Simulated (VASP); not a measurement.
Here is a VASP 6.6.1 calculation.

The input POSCAR:

```
Ti
1.0
    3.0384977962      0.0000000000      0.0000000000
   -1.5192488981      2.6314162809      0.0000000000
    0.0000000000      0.0000000000      4.8265800000
Ti
2
Direct
    0.3333333333      0.6666666667      0.2500000000
    0.6666666667      0.3333333333      0.7500000000
```

File INCAR.step1:

```
ALGO = Normal ; EDIFF = 1E-4
ENCUT = 520 ; GGA = PE
ISMEAR = 0 ; LASPH = True
LCHARG = False ; LREAL = False
LWAVE = True ; NBANDS = 19
NELM = 80 ; PREC = Accurate
SIGMA = 0.15
```

File INCAR.step2:

```
ALGO = Normal ; EDIFF = 1E-7
ENCUT = 520 ; ISIF = 2
ISMEAR = 0 ; ISTART = 1
LASPH = True ; LCHARG = False
LMIXTAU = True ; LREAL = False
LWAVE = False ; METAGGA = R2SCAN
NBANDS = 19 ; NELM = 80
PREC = Accurate ; SIGMA = 0.15
```

KPOINTS

```
k-points
0
Gamma
  18 18 10
```

Potentials or basis: VASP PAW PBE potentials, release 64 (Ti_sv).

Run with:

```bash
$ cat potpaw_PBE.64/Ti_sv/POTCAR > POTCAR
$ cp INCAR.step1 INCAR
$ mpirun -np 1 vasp_std > vasp.out
$ cp INCAR.step2 INCAR
$ mpirun -np 1 vasp_std > vasp.out
```

Question: Predict the band gap on the k mesh.

Answer: Zero (band 12 reaches 8.12 eV, above the bottom of band 13 at 6.94 eV).

Question: Estimate the pressure.

Answer: -10.2 GPa.

Stress tensor (GPa, compression positive):
```
-10.08   0.00   0.00
  0.00 -10.08   0.00
  0.00   0.00 -10.52
```

Caveat: the cell differs from its parent crystal (strain +0.030 along x and y, +0.030 along z); the PAW data sets were made with another functional, which shifts forces and pressure a little.
